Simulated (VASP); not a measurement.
# GaN (F-43m) in VASP: further runs, part 2 of 2

VASP 6.6.1.

## 3. Relaxation of cell and atoms, r2SCAN

This run uses another cell than the first one, of 11.46 Å³/atom, 1.007 times its volume.

Contents of POSCAR:

```
GaN
1.0
    0.0000000000      2.2544365421      2.2544365421
    2.2544365421      0.0000000000      2.2544365421
    2.2544365421      2.2544365421      0.0000000000
Ga N
1 1
Direct
    0.0000000000      0.0000000000      0.0000000000
    0.7500000000      0.7500000000      0.7500000000
```

Contents of INCAR.step1:

```
SYSTEM = GaN
  PREC = Accurate
  ENCUT = 600
  ISMEAR = 0
  SIGMA = 0.02
  LREAL = .False.
  LASPH = .True.
  NELM = 100
  GGA = PE
  ALGO = Normal
  EDIFF = 1E-4
  LWAVE = .True.
  LCHARG = .False.
```

Contents of INCAR.step2:

```
SYSTEM = GaN
  PREC = Accurate
  ENCUT = 600
  EDIFF = 1E-6
  ISMEAR = 0
  SIGMA = 0.02
  LREAL = .False.
  LASPH = .True.
  NELM = 100
  ALGO = Normal
  ISIF = 3
  LWAVE = .False.
  LCHARG = .False.
  METAGGA = R2SCAN
  LMIXTAU = .True.
  IBRION = 2
  NSW = 100
  EDIFFG = -0.005
  ISTART = 1
```

Contents of KPOINTS:

```
regular mesh
0
Gamma
  10 10 10
  0 0 0
```

Potentials or basis: VASP PAW PBE potentials, release 64 (Ga_d, N).

Command:

```sh
$ cat potpaw_PBE.64/Ga_d/POTCAR potpaw_PBE.64/N/POTCAR > POTCAR
$ cp INCAR.step1 INCAR
$ mpirun -np 1 vasp_std > vasp.out
$ cp INCAR.step2 INCAR
$ mpirun -np 1 vasp_std > vasp.out
```

OUTCAR:

```text
SYSTEM = GaN
   PREC = Accurate
   ENCUT = 600
   EDIFF = 1E-6
   ISMEAR = 0
   LREAL = .False.
   LASPH = .True.
   NELM = 100
   ISIF = 3
   METAGGA = R2SCAN
   IBRION = 2
   NSW = 100
   EDIFFG = -0.005
   ISTART = 1

 ion  position               nearest neighbor table
   1  0.000  0.000  0.000-   2 1.95   2 1.95   2 1.95   2 1.95
   2  0.750  0.750  0.750-   1 1.95   1 1.95   1 1.95   1 1.95

  LATTYP: Found a face centered cubic cell.
 ALAT       =     4.5088730842

  Lattice vectors:

 A1 = (   0.0000000000,   2.2544365421,   2.2544365421)
 A2 = (   2.2544365421,   0.0000000000,   2.2544365421)
 A3 = (   2.2544365421,   2.2544365421,   0.0000000000)

Analysis of symmetry for initial positions (statically):
=====================================================================
 Subroutine PRICEL returns:
 Original cell was already a primitive cell.

 Routine SETGRP: Setting up the symmetry group for a
 face centered cubic supercell.

 Subroutine GETGRP returns: Found 24 space group operations
 (whereof 24 operations were pure point group operations)
 out of a pool of 48 trial point group operations.

The static configuration has the point symmetry T_d .

Analysis of symmetry for dynamics (positions and initial velocities):
=====================================================================
 Subroutine PRICEL returns:
 Original cell was already a primitive cell.

 Routine SETGRP: Setting up the symmetry group for a
 face centered cubic supercell.

 Subroutine GETGRP returns: Found 24 space group operations
 (whereof 24 operations were pure point group operations)
 out of a pool of 48 trial point group operations.

The dynamic configuration has the point symmetry T_d .

 Subroutine INISYM returns: Found 24 space group operations
 (whereof 24 operations are pure point group operations),
 and found     1 'primitive' translations

----------------------------------------------------------------------------------------

                                     Primitive cell

  volume of cell :      22.9163

  direct lattice vectors                    reciprocal lattice vectors
     0.000000000  2.254436542  2.254436542    -0.221784908  0.221784908  0.221784908
     2.254436542  0.000000000  2.254436542     0.221784908 -0.221784908  0.221784908
     2.254436542  2.254436542  0.000000000     0.221784908  0.221784908 -0.221784908

  length of vectors
     3.188254733  3.188254733  3.188254733     0.384142728  0.384142728  0.384142728

  position of ions in fractional coordinates (direct lattice)
     0.000000000  0.000000000  0.000000000
     0.750000000  0.750000000  0.750000000

  ion indices of the primitive-cell ions
   primitive index   ion index
                 1           1
                 2           2

----------------------------------------------------------------------------------------

 KPOINTS: regular mesh

Automatic generation of k-mesh.
 Grid dimensions read from file:
 generate k-points for:   10   10   10

 Generating k-lattice:

  Cartesian coordinates                     Fractional coordinates (reciprocal lattice)
    -0.022178491  0.022178491  0.022178491     0.100000000  0.000000000  0.000000000
     0.022178491 -0.022178491  0.022178491     0.000000000  0.100000000  0.000000000
[... 47 lines left out ...]
   NGXF,Y,Z  is equivalent  to a cutoff of  29.20, 29.20, 29.20 a.u.
 SYSTEM =  GaN
   PREC   = accura    normal or accurate (medium, high low for compatibility)
   ISTART =      1    job   : 0-new  1-cont  2-samecut
   ICHARG =      0    charge: 1-file 2-atom 10-const
   ISPIN  =      1    spin polarized calculation?
   LNONCOLLINEAR =      F non collinear calculations
   LSORBIT =      F    spin-orbit coupling
   LASPH  =      T    aspherical Exc in radial PAW
   ENCUT  =  600.0 eV  44.10 Ry    6.64 a.u.   6.37  6.37  6.37*2*pi/ulx,y,z
   NELM   =    100;   NELMIN=  2; NELMDL=  0     # of ELM steps
   EDIFF  = 0.1E-05   stopping-criterion for ELM
   LREAL  =      F    real-space projection
   EDIFFG = -.5E-02   stopping-criterion for IOM
   NSW    =    100    number of steps for IOM
   IBRION =      2    ionic relax: 0-MD 1-quasi-New 2-CG
   NFREE  =      1    steps in history (QN), initial steepest desc. (CG)
   ISIF   =      3    stress and relaxation
   ISYM   =      2    0-nonsym 1-usesym 2-fastsym
   POTIM  = 0.5000    time-step for ionic-motion
   TEBEG  =    0.0;   TEEND  =   0.0 temperature during run
   PSTRESS=    0.0 pullay stress
   NELECT =      18.0000    total number of electrons
   NUPDOWN=      -1.0000    fix difference up-down
   EMIN   =  10.00;   EMAX   =-10.00  energy-range for DOS
   EFERMI =   0.00;   METHOD = LEGACY
   ISMEAR =     0;   SIGMA  =   0.02  broadening in eV -4-tet -1-fermi 0-gaus
   EFERMI_NEDOS =   21; number of points for ismear=-14 and -15
   IALGO  =     38    algorithm
   IMIX   =      4    mixing-type and parameters
     AMIX     =   0.40;   BMIX     =  1.00
     AMIX_MAG =   1.60;   BMIX_MAG =  1.00
  volume/ion in A,a.u.               =      11.46        77.32
  Fermi-wavevector in a.u.,A,eV,Ry     =   1.510489  2.854411 31.042752  2.281578
  Thomas-Fermi vector in A             =   2.620672
   LORBIT       =      0    0 simple, 1 ext, 2 COOP (PROOUT), +10 PAW based schemes
   METAGGA = R2SCAN    functional components
   LHFCALC =     F    Hartree Fock is set to
   AEXX    =    0.0000 exact exchange contribution
   IVDW    =     0    specifies the selected vdW correction
   LEPSILON=     F    determine dielectric tensor
   LRPA    =     F    only Hartree local field effects (RPA)
 conjugate gradient relaxation of ions
 non-spin polarized calculation
 Gauss-broadening in eV      SIGMA  =   0.02
  energy-cutoff  :      600.00
  volume of cell :       22.92
 maximum number of plane-waves:       785
 NGX is ok and might be reduce to    28
   NGX = 13   NGY = 13   NGZ = 13

--------------------------------------- Ionic step        1  -------------------------------------------

 number of electron      18.0000005 magnetization

 Free energy of the ion-electron system (eV)
  ---------------------------------------------------
  ext. energy  EPLUGINS =         0.00000000
  ---------------------------------------------------
  free energy    TOTEN  =       -21.89819484 eV

  energy without entropy =      -21.89819484  energy(sigma->0) =      -21.89819484

------------------------ aborting loop because EDIFF is reached ----------------------------------------

  FORCE on cell =-STRESS in cart. coord.  units (eV):
  Direction    XX          YY          ZZ          XY          YZ          ZX
  --------------------------------------------------------------------------------------
  -------------------------------------------------------------------------------------
  Total       -0.0337741     -0.0337741     -0.0337741     -0.0000000      0.0000000     -0.0000000
  in kB       -2.3612941     -2.3612941     -2.3612941     -0.0000000      0.0000000     -0.0000000
  external PRESSURE =      -2.3612941 kB  Pullay stress =       0.0000000 kB
[... 59 lines left out ...]
--------------------------------------- Ionic step        3  -------------------------------------------

 number of electron      18.0000005 magnetization

 Free energy of the ion-electron system (eV)
  ---------------------------------------------------
  ext. energy  EPLUGINS =         0.00000000
  ---------------------------------------------------
  free energy    TOTEN  =       -21.89823048 eV

  energy without entropy =      -21.89823048  energy(sigma->0) =      -21.89823048

 E-fermi :   5.1805     XC(G=0): -12.6373

 val. band max:        5.0213760007   @ k =   0.0000   0.0000   0.0000
 cond. band min:       7.1436924248   @ k =   0.0000   0.0000   0.0000
 fundamental gap:      2.1223164241
 Fermi energy:         5.1804883749

 k-point     1 :       0.0000    0.0000    0.0000
  band No.  band energies     occupation
      1     -11.7133      2.00000
      2      -8.8110      2.00000
      3      -8.8110      2.00000
      4      -8.8109      2.00000
      5      -8.4598      2.00000
      6      -8.4598      2.00000
      7       5.0214      2.00000
      8       5.0214      2.00000
      9       5.0214      2.00000
     10       7.1437      0.00000
     11      16.0284      0.00000
     12      16.0284      0.00000
     13      16.0284      0.00000
[... 354 lines left out ...]
  band No.  band energies     occupation
      1     -10.6677      2.00000
      2      -8.6572      2.00000
      3      -8.5755      2.00000
      4      -8.5722      2.00000
      5      -8.3980      2.00000
      6      -7.6358      2.00000
      7      -0.1020      2.00000
      8       2.4880      2.00000
      9       2.8078      2.00000
     10       9.9415      0.00000
     11      12.7860      0.00000
     12      16.5633      0.00000
     13      18.7567      0.00000

 [... further k-points ...]
[... 5 lines left out ...]
  --------------------------------------------------------------------------------------
  -------------------------------------------------------------------------------------
  Total        0.0045944      0.0045944      0.0045944     -0.0000000      0.0000000     -0.0000000
  in kB        0.3217691      0.3217691      0.3217691     -0.0000000      0.0000000     -0.0000000
  external PRESSURE =       0.3217691 kB  Pullay stress =       0.0000000 kB
[... 17 lines left out ...]
  FREE ENERGIE OF THE ION-ELECTRON SYSTEM (eV)
  ---------------------------------------------------
  free  energy   TOTEN  =       -21.8982304769 eV

  energy  without entropy=      -21.8982304769  energy(sigma->0) =      -21.89823048

 reached required accuracy - stopping structural energy minimisation
```

Run time: 2.2 min. Hardware: 1 thread of Intel Xeon Platinum 8375C at 2.90GHz (Ice Lake), shared host; peak memory 0.18 GiB.

Results:

```
Free energy                            : -21.8982 eV
Relaxed volume                         : 11.44 Å³/atom
Relaxed cell                           : a = 3.186 Å, b = 3.186 Å, c = 3.186 Å, α = 60.00°, β = 60.00°, γ = 60.00°
Space group after relaxing (to 0.05 Å) : F-43m (No. 216)
Energy gained by relaxing              : 0.0 meV/atom
Ionic steps                            : 3
Pressure after relaxing                : 0.0 GPa
Band gap on the k mesh                 : 2.12 eV, direct
```

Final structure:
```cif
data_structure
_symmetry_space_group_name_H-M 'P 1'
_symmetry_Int_Tables_number 1
_cell_length_a 3.1864
_cell_length_b 3.1864
_cell_length_c 3.1864
_cell_angle_alpha 60.000
_cell_angle_beta 60.000
_cell_angle_gamma 60.000
_cell_volume 22.88
loop_
_atom_site_label
_atom_site_type_symbol
_atom_site_fract_x
_atom_site_fract_y
_atom_site_fract_z
_atom_site_occupancy
Ga1 Ga 0.00000 0.00000 0.00000 1
N1 N 0.75000 0.75000 0.75000 1
```

Levels at points of the mesh, in eV from the valence-band top:
```
           k point  band 6  band 7  band 8  band 9  band 10  band 11  band 12  band 13
(0.00, 0.00, 0.00)  -13.48    0.00    0.00    0.00     2.12    11.01    11.01    11.01
(0.50, 0.00, 0.00)  -12.35   -7.16   -1.00   -1.00     5.17     9.44    11.00    11.00
(0.50, 0.50, 0.00)  -11.97   -6.22   -2.78   -2.78     3.77     7.24    12.58    14.95
```

Caveat: the PAW data sets were made with another functional, which shifts forces and pressure a little. r2SCAN opens gaps a little over a GGA but as a rule still falls short of measured ones.
